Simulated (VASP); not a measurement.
A run of VASP 6.6.1:

INCAR

```
PREC = Accurate ; ENCUT = 520
EDIFF = 1E-7 ; ISMEAR = -1
SIGMA = 0.02 ; LREAL = F
LASPH = T ; NELM = 100
ALGO = Normal ; ISIF = 2
LWAVE = F ; LCHARG = F
GGA = PS ; NBANDS = 23
```

KPOINTS

```
regular mesh
0
Gamma
  4 4 4
```

The input POSCAR:

```
K3Li
1.0
    6.0998540734      0.0000000000      0.0000000000
    0.0000000000      6.0998540734      0.0000000000
    0.0000000000      0.0000000000      6.0998540734
K Li
3 1
Direct
    0.0000000000      0.5000000000      0.5000000000
    0.5000000000      0.0000000000      0.5000000000
    0.5000000000      0.5000000000      0.0000000000
    0.0000000000      0.0000000000      0.0000000000
```

Potentials or basis: VASP PAW PBE potentials, release 64 (K_sv, Li_sv).

Launch:

```sh
$ cat potpaw_PBE.64/K_sv/POTCAR potpaw_PBE.64/Li_sv/POTCAR > POTCAR
$ mpirun -np 1 vasp_std > vasp.out
```

Hardware: 1 thread of Intel(R) Xeon(R) Platinum 8259CL CPU @ 2.50GHz (Skylake/Cascade Lake), with other jobs on the host.

**Question.** How long does it take, and how much memory?

**Answer.** It took 45 s on 1 thread of Intel(R) Xeon(R) Platinum 8259CL CPU @ 2.50GHz (Skylake/Cascade Lake) (shared host), peak memory 0.32 GiB. Counts: scf iterations 13, k points 10.
